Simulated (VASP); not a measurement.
# LiLa8Ga7O23 (a cell with a defect) in VASP: single point with PBEsol

Aim: the single point of LiLa8Ga7O23 (a cell with a defect) with PBEsol.

Everything below comes from runs of VASP 6.6.1. Logs are shortened: lines on timing, memory, paths and dates and some standing lists are left out, and cuts for length are marked.

## (1) The cell of the first run

The cell holds a defect, 39 atoms: a = 7.729 Å, b = 7.729 Å, c = 7.729 Å, α = 90.00°, β = 90.00°, γ = 90.00°.

## (2) Single point, PBEsol

Contents of INCAR:

```
SYSTEM = LiLa8Ga7O23
PREC     = Accurate       ! precision mode
ENCUT    = 520            ! plane-wave cutoff, eV
EDIFF    = 1E-6           ! SCF threshold, eV
ISMEAR   = -1             ! smearing method
SIGMA    = 0.05           ! smearing width, eV
LREAL    = Auto         
LASPH    = .True.         ! aspherical terms in the spheres
NELM     = 100            ! most SCF steps
ALGO     = Normal         ! electronic algorithm
ISIF     = 2              ! what is computed and relaxed
LWAVE    = .False.        ! write WAVECAR
LCHARG   = .False.        ! write CHGCAR
GGA      = PS             ! functional
NBANDS   = 185            ! bands
ISYM     = 0
```

Contents of KPOINTS:

```
Automatic mesh
0
Gamma
  1 1 1
  0.25 0.25 0.25
```

Contents of POSCAR:

```
LiLa8Ga7O23
1.0
    7.7293080000      0.0000000000      0.0000000000
    0.0000000000      7.7293080000      0.0000000000
    0.0000000000      0.0000000000      7.7293080000
La Li Ga O
8 1 7 23
Direct
    0.9852740000      0.9778640000      0.0042570000
    0.0149120000      0.0229760000      0.4861420000
    0.9778400000      0.4934510000      0.9998800000
    0.0160540000      0.5048530000      0.4874730000
    0.4825000000      0.9915500000      0.0099860000
    0.5149100000      0.0127860000      0.4919330000
    0.4959350000      0.4907420000      0.0064780000
    0.5009640000      0.5156470000      0.4934190000
    0.2566510000      0.2495590000      0.2679210000
    0.2551080000      0.2474890000      0.7303460000
    0.2479410000      0.7515840000      0.2462600000
    0.2482900000      0.7528130000      0.7517810000
    0.7485000000      0.2515110000      0.2450280000
    0.7488970000      0.2507570000      0.7506880000
    0.7483100000      0.7506200000      0.2527080000
    0.7477130000      0.7524160000      0.7448330000
    0.2822690000      0.2079730000      0.4994650000
    0.2919460000      0.7204680000      0.9957260000
    0.2047280000      0.7796730000      0.5040300000
    0.7948780000      0.2201740000      0.9944140000
    0.7073220000      0.2844570000      0.5032360000
    0.7157800000      0.7871950000      0.9979940000
    0.7791770000      0.7015810000      0.4995610000
    0.9957200000      0.2793350000      0.2736060000
    0.0068500000      0.2864420000      0.7237330000
    0.9947540000      0.7227460000      0.2109480000
    0.9983280000      0.7251120000      0.7934610000
    0.5023850000      0.2298280000      0.2031210000
    0.4907560000      0.2304500000      0.8082390000
    0.5010050000      0.7770290000      0.2888830000
    0.4968950000      0.7804370000      0.7032920000
    0.2212070000      0.9958810000      0.2074170000
    0.2202000000      0.0118330000      0.8062560000
    0.2730560000      0.5066350000      0.2749770000
    0.2781720000      0.4964790000      0.7282440000
    0.7749040000      0.0002710000      0.2867480000
    0.7772280000      0.0032150000      0.7023110000
    0.7255340000      0.5029550000      0.2099490000
    0.7232030000      0.5011710000      0.7933730000
```

Potentials or basis: VASP PAW PBE potentials, release 64 (La, Li_sv, Ga_d, O).

Started as:

```
$ cat potpaw_PBE.64/La/POTCAR potpaw_PBE.64/Li_sv/POTCAR potpaw_PBE.64/Ga_d/POTCAR potpaw_PBE.64/O/POTCAR > POTCAR
$ mpirun -np 1 vasp_std > vasp.out
```

OUTCAR:

```text
SYSTEM = LiLa8Ga7O23
   PREC = Accurate
   ENCUT = 520
   EDIFF = 1E-6
   ISMEAR = -1
   LREAL = Auto
   LASPH = .True.
   NELM = 100
   ISIF = 2
   GGA = PS
   ISYM = 0

 ion  position               nearest neighbor table
   1  0.985  0.978  0.004-  20 2.38  33 2.39  32 2.41  26 2.54  27 2.55  22 2.55  36 2.73  15 3.18
                            16 3.23  11 3.27
   2  0.015  0.023  0.486-  19 2.39  36 2.42  37 2.49  17 2.52  24 2.58  32 2.69  25 2.74   9 3.07
                            10 3.17  13 3.29
   3  0.978  0.493  1.000-  27 2.40  26 2.41  39 2.53  38 2.54  20 2.54  25 2.68  24 2.69  13 3.20
                            14 3.22
   4  0.016  0.505  0.487-  23 2.38  24 2.41  25 2.49  34 2.58  19 2.58  26 2.73  35 2.75  11 3.21
                            10 3.30
   5  0.483  0.992  0.010-  28 2.38  22 2.40  29 2.42  32 2.53  18 2.56  33 2.57  30 2.72  11 3.17
                            12 3.27
   6  0.515  0.013  0.492-  17 2.35  30 2.41  31 2.43  36 2.56  21 2.57  37 2.60  28 2.79  13 3.21
                            14 3.26  10 3.27  15 3.28
   7  0.496  0.491  0.006-  38 2.37  18 2.38  39 2.41  28 2.53  29 2.53  34 2.70  35 2.73  13 3.26

   8  0.501  0.516  0.493-  21 2.40  34 2.44  35 2.51  30 2.57  23 2.59  31 2.61  38 2.80  15 3.23
                            16 3.28  11 3.29
   9  0.257  0.250  0.268-  17 1.83  28 1.97  34 1.99  24 2.03  32 2.03   2 3.07
  10  0.255  0.247  0.730-  17 1.82  29 1.92  33 1.93  35 1.93  25 1.94   2 3.17   6 3.27   4 3.30

  11  0.248  0.752  0.246-  34 1.92  32 1.92  18 1.98  26 1.99  30 1.99  19 2.03   5 3.17   4 3.21
                             1 3.27   8 3.29
  12  0.248  0.753  0.752-  18 1.93  19 1.96  31 1.97  27 1.97  35 2.00  33 2.06   5 3.27
  13  0.748  0.252  0.245-  24 1.94  28 1.94  38 1.97  36 1.98  20 1.98  21 2.04   3 3.20   6 3.21
                             7 3.26   2 3.29
  14  0.749  0.251  0.751-  20 1.93  21 1.96  37 1.96  39 1.97  25 2.02  29 2.05   3 3.22   6 3.26

  15  0.748  0.751  0.253-  30 1.94  26 1.94  38 1.95  36 1.96  23 1.96  22 2.00   1 3.18   8 3.23
                             6 3.28
  16  0.748  0.752  0.745-  23 1.95  31 1.98  37 1.98  27 1.98  39 1.99  22 1.99   1 3.23   8 3.28

  17  0.282  0.208  0.499-  10 1.82   9 1.83   6 2.35   2 2.52
  18  0.292  0.720  0.996-  12 1.93  11 1.98   7 2.38   5 2.56
  19  0.205  0.780  0.504-  12 1.96  11 2.03   2 2.39   4 2.58
  20  0.795  0.220  0.994-  14 1.93  13 1.98   1 2.38   3 2.54
  21  0.707  0.284  0.503-  14 1.96  13 2.04   8 2.40   6 2.57
  22  0.716  0.787  0.998-  16 1.99  15 2.00   5 2.40   1 2.55
  23  0.779  0.702  0.500-  16 1.95  15 1.96   4 2.38   8 2.59
  24  0.996  0.279  0.274-  13 1.94   9 2.03   4 2.41   2 2.58   3 2.69
  25  0.007  0.286  0.724-  10 1.94  14 2.02   4 2.49   3 2.68   2 2.74
  26  0.995  0.723  0.211-  15 1.94  11 1.99   3 2.41   1 2.54   4 2.73
  27  0.998  0.725  0.793-  12 1.97  16 1.98   3 2.40   1 2.55
  28  0.502  0.230  0.203-  13 1.94   9 1.97   5 2.38   7 2.53   6 2.79
  29  0.491  0.230  0.808-  10 1.92  14 2.05   5 2.42   7 2.53
  30  0.501  0.777  0.289-  15 1.94  11 1.99   6 2.41   8 2.57   5 2.72
  31  0.497  0.780  0.703-  12 1.97  16 1.98   6 2.43   8 2.61
  32  0.221  0.996  0.207-  11 1.92   9 2.03   1 2.41   5 2.53   2 2.69
  33  0.220  0.012  0.806-  10 1.93  12 2.06   1 2.39   5 2.57
  34  0.273  0.507  0.275-  11 1.92   9 1.99   8 2.44   4 2.58   7 2.70
  35  0.278  0.496  0.728-  10 1.93  12 2.00   8 2.51   7 2.73   4 2.75
  36  0.775  0.000  0.287-  15 1.96  13 1.98   2 2.42   6 2.56   1 2.73
  37  0.777  0.003  0.702-  14 1.96  16 1.98   2 2.49   6 2.60
  38  0.726  0.503  0.210-  15 1.95  13 1.97   7 2.37   3 2.54   8 2.80
  39  0.723  0.501  0.793-  14 1.97  16 1.99   7 2.41   3 2.53

IMPORTANT INFORMATION: All symmetrisations will be switched off!
NOSYMM: (Re-)initialisation of all symmetry stuff for point group C_1.

----------------------------------------------------------------------------------------

                                     Primitive cell

  volume of cell :     461.7659

  direct lattice vectors                    reciprocal lattice vectors
     7.729308000  0.000000000  0.000000000     0.129377688  0.000000000  0.000000000
     0.000000000  7.729308000  0.000000000     0.000000000  0.129377688  0.000000000
     0.000000000  0.000000000  7.729308000     0.000000000  0.000000000  0.129377688

  length of vectors
     7.729308000  7.729308000  7.729308000     0.129377688  0.129377688  0.129377688

  position of ions in fractional coordinates (direct lattice)
     0.985274000  0.977864000  0.004257000
     0.014912000  0.022976000  0.486142000
     0.977840000  0.493451000  0.999880000
     0.016054000  0.504853000  0.487473000
     0.482500000  0.991550000  0.009986000
     0.514910000  0.012786000  0.491933000
[... 31 lines left out ...]
     0.725534000  0.502955000  0.209949000
     0.723203000  0.501171000  0.793373000

  ion indices of the primitive-cell ions
   primitive index   ion index
                 1           1
                 2           2
                 3           3
                 4           4
                 5           5
                 6           6
[... 31 lines left out ...]
                38          38
                39          39

----------------------------------------------------------------------------------------

 KPOINTS: Automatic mesh

Automatic generation of k-mesh.
 Grid dimensions read from file:
 generate k-points for:    1    1    1

 Generating k-lattice:

  Cartesian coordinates                     Fractional coordinates (reciprocal lattice)
     0.129377688  0.000000000  0.000000000     1.000000000  0.000000000  0.000000000
     0.000000000  0.129377688  0.000000000     0.000000000  1.000000000  0.000000000
     0.000000000  0.000000000  0.129377688     0.000000000  0.000000000  1.000000000

  Length of vectors
     0.129377688  0.129377688  0.129377688

  Shift w.r.t. Gamma in fractional coordinates (k-lattice)
     0.250000000  0.250000000  0.250000000

 Subroutine IBZKPT returns following result:
 ===========================================

 Found      4 irreducible k-points:

 Following reciprocal coordinates:
            Coordinates               Weight
  0.250000  0.250000  0.250000      2.000000
 -0.250000  0.250000  0.250000      2.000000
 -0.250000 -0.250000  0.250000      2.000000
  0.250000 -0.250000  0.250000      2.000000
   k-points           NKPTS =      4   k-points in BZ     NKDIM =      4   number of bands    NBANDS=    185
   number of dos      NEDOS =    301   number of ions     NIONS =     39
   total plane-waves  NPLWV = 216000
   dimension x,y,z NGX =    60 NGY =   60 NGZ =   60
   dimension x,y,z NGXF=   120 NGYF=  120 NGZF=  120
   ions per type =               8   1   7  23
   NGX,Y,Z   is equivalent  to a cutoff of  12.91, 12.91, 12.91 a.u.
   NGXF,Y,Z  is equivalent  to a cutoff of  25.81, 25.81, 25.81 a.u.
 SYSTEM =  LiLa8Ga7O23
   PREC   = accura    normal or accurate (medium, high low for compatibility)
   ISTART =      0    job   : 0-new  1-cont  2-samecut
   ICHARG =      2    charge: 1-file 2-atom 10-const
   ISPIN  =      1    spin polarized calculation?
   LNONCOLLINEAR =      F non collinear calculations
   LSORBIT =      F    spin-orbit coupling
   LASPH  =      T    aspherical Exc in radial PAW
   ENCUT  =  520.0 eV  38.22 Ry    6.18 a.u.  14.37 14.37 14.37*2*pi/ulx,y,z
   NELM   =    100;   NELMIN=  2; NELMDL= -5     # of ELM steps
   EDIFF  = 0.1E-05   stopping-criterion for ELM
   LREAL  =      T    real-space projection
   EDIFFG = 0.1E-04   stopping-criterion for IOM
   NSW    =      0    number of steps for IOM
   IBRION =     -1    ionic relax: 0-MD 1-quasi-New 2-CG
   NFREE  =      0    steps in history (QN), initial steepest desc. (CG)
   ISIF   =      2    stress and relaxation
   ISYM   =      0    0-nonsym 1-usesym 2-fastsym
   POTIM  = 0.5000    time-step for ionic-motion
   TEBEG  =    0.0;   TEEND  =   0.0 temperature during run
   PSTRESS=    0.0 pullay stress
   NELECT =     320.0000    total number of electrons
   NUPDOWN=      -1.0000    fix difference up-down
   EMIN   =  10.00;   EMAX   =-10.00  energy-range for DOS
   EFERMI =   0.00;   METHOD = LEGACY
   ISMEAR =    -1;   SIGMA  =   0.05  broadening in eV -4-tet -1-fermi 0-gaus
   EFERMI_NEDOS =   21; number of points for ismear=-14 and -15
   IALGO  =     38    algorithm
   IMIX   =      4    mixing-type and parameters
     AMIX     =   0.40;   BMIX     =  1.00
     AMIX_MAG =   1.60;   BMIX_MAG =  1.00
  volume/ion in A,a.u.               =      11.84        79.90
  Fermi-wavevector in a.u.,A,eV,Ry     =   1.448719  2.737682 28.555734  2.098787
  Thomas-Fermi vector in A             =   2.566528
   LORBIT       =      0    0 simple, 1 ext, 2 COOP (PROOUT), +10 PAW based schemes
   GGA     = PS    functional components
   LHFCALC =     F    Hartree Fock is set to
   AEXX    =    0.0000 exact exchange contribution
   IVDW    =     0    specifies the selected vdW correction
   LEPSILON=     F    determine dielectric tensor
   LRPA    =     F    only Hartree local field effects (RPA)
 non-spin polarized calculation
  energy-cutoff  :      520.00
  volume of cell :      461.77
 maximum number of plane-waves:     12452
 NGX is ok and might be reduce to    60
   NGX = 29   NGY = 29   NGZ = 29

 number of electron     319.9999972 magnetization

 Free energy of the ion-electron system (eV)
  ---------------------------------------------------
  ext. energy  EPLUGINS =         0.00000000
  ---------------------------------------------------
  free energy    TOTEN  =      -295.12262501 eV

  energy without entropy =     -295.12262501  energy(sigma->0) =     -295.12262501

 E-fermi :   7.8563     XC(G=0): -11.9059

 val. band max:        6.5646526313   @ k =   0.2500  -0.2500   0.2500
 cond. band min:       9.5949315802   @ k =   0.2500  -0.2500   0.2500
 fundamental gap:      3.0302789490
 Fermi energy:         7.8563307414

 k-point     1 :       0.2500    0.2500    0.2500
  band No.  band energies     occupation
      1     -34.9340      2.00000
      2     -23.6244      2.00000
      3     -23.4256      2.00000
      4     -23.3921      2.00000
      5     -23.3186      2.00000
      6     -23.2636      2.00000
[... 689 lines left out ...]
    171      11.4258      0.00000
    172      11.4436      0.00000
 [bands above 172 left out]

------------------------ aborting loop because EDIFF is reached ----------------------------------------

  FORCE on cell =-STRESS in cart. coord.  units (eV):
  Direction    XX          YY          ZZ          XY          YZ          ZX
  --------------------------------------------------------------------------------------
  -------------------------------------------------------------------------------------
  Total        8.8597656      9.4494347      5.1319067     -0.1566501      0.0808884     -0.6053070
  in kB       30.7405034     32.7864630     17.8060460     -0.5435249      0.2806564     -2.1002181
  external PRESSURE =      27.1110042 kB  Pullay stress =       0.0000000 kB

 VOLUME and BASIS-vectors are now :
 -----------------------------------------------------------------------------
  energy-cutoff  :      520.00
  volume of cell :      461.77
      direct lattice vectors                 reciprocal lattice vectors
     7.729308000  0.000000000  0.000000000     0.129377688  0.000000000  0.000000000
     0.000000000  7.729308000  0.000000000     0.000000000  0.129377688  0.000000000
     0.000000000  0.000000000  7.729308000     0.000000000  0.000000000  0.129377688

 POSITION                                       TOTAL-FORCE (eV/Angst)
 -----------------------------------------------------------------------------------
      7.61549      7.55821      0.03290         0.021112      0.026475     -0.019260
      0.11526      0.17759      3.75754        -0.032194      0.026871      0.032528
      7.55803      3.81403      7.72838        -0.012444      0.020445     -0.009607
      0.12409      3.90216      3.76783         0.021588     -0.020330      0.026436
      3.72939      7.66400      0.07718        -0.021829      0.016970     -0.022956
      3.97990      0.09883      3.80230         0.018652     -0.039963      0.032493
[... 31 lines left out ...]
      5.60788      3.88749      1.62276        -0.034987      0.045763      0.008110
      5.58986      3.87371      6.13222         0.023737     -0.004666      0.011144
 -----------------------------------------------------------------------------------
    total drift:                               -0.013896      0.002782      0.011238

  FREE ENERGIE OF THE ION-ELECTRON SYSTEM (eV)
  ---------------------------------------------------
  free  energy   TOTEN  =      -295.1226250144 eV

  energy  without entropy=     -295.1226250144  energy(sigma->0) =     -295.12262501
```

Wall time 20 min (1 thread of Intel Xeon Platinum 8259CL at 2.50GHz (Skylake/Cascade Lake), shared host); peak memory 0.65 GiB.

Results:

| Quantity | Value |
| --- | --- |
| Free energy | -295.1226 eV |
| Largest force | 0.068 eV/Å |
| Band gap on the k mesh | 3.03 eV |

Forces on the atoms (eV/Å):
```
La   0.021  0.026 -0.019
La  -0.032  0.027  0.033
La  -0.012  0.020 -0.010
La   0.022 -0.020  0.026
La  -0.022  0.017 -0.023
La   0.019 -0.040  0.032
La   0.004  0.020 -0.046
La  -0.024 -0.003  0.003
Li  -0.016  0.000 -0.051
Ga  -0.001 -0.006  0.011
Ga  -0.003 -0.023 -0.013
Ga  -0.005  0.026  0.013
Ga  -0.020 -0.006  0.001
Ga   0.009  0.006  0.005
Ga   0.003  0.002 -0.002
Ga  -0.006 -0.004 -0.005
O    0.048 -0.006 -0.005
O   -0.004 -0.038  0.013
O   -0.001  0.030 -0.004
O    0.009 -0.031  0.022
O    0.000  0.031 -0.030
O   -0.009  0.001  0.021
O    0.032 -0.005 -0.014
O   -0.025  0.024 -0.016
O   -0.014 -0.015  0.007
O    0.042 -0.042  0.000
O    0.013 -0.002  0.015
O    0.037 -0.004  0.025
O   -0.015 -0.005  0.031
O   -0.040  0.039 -0.002
O   -0.003 -0.001 -0.020
O   -0.039  0.055 -0.006
O    0.020  0.004 -0.008
O    0.004 -0.028 -0.016
O   -0.002 -0.052  0.020
O    0.036 -0.052  0.002
O   -0.011  0.015 -0.008
O   -0.035  0.046  0.008
O    0.024 -0.005  0.011
```

Caveat: the cutoff is under 1.25 times the usual one of these potentials, so pressure, stress and relaxed cells hold a basis-set (Pulay) error; the PAW data sets were made with another functional, which shifts forces and pressure a little; spin-orbit coupling is left out, which moves the levels of the heavy elements.
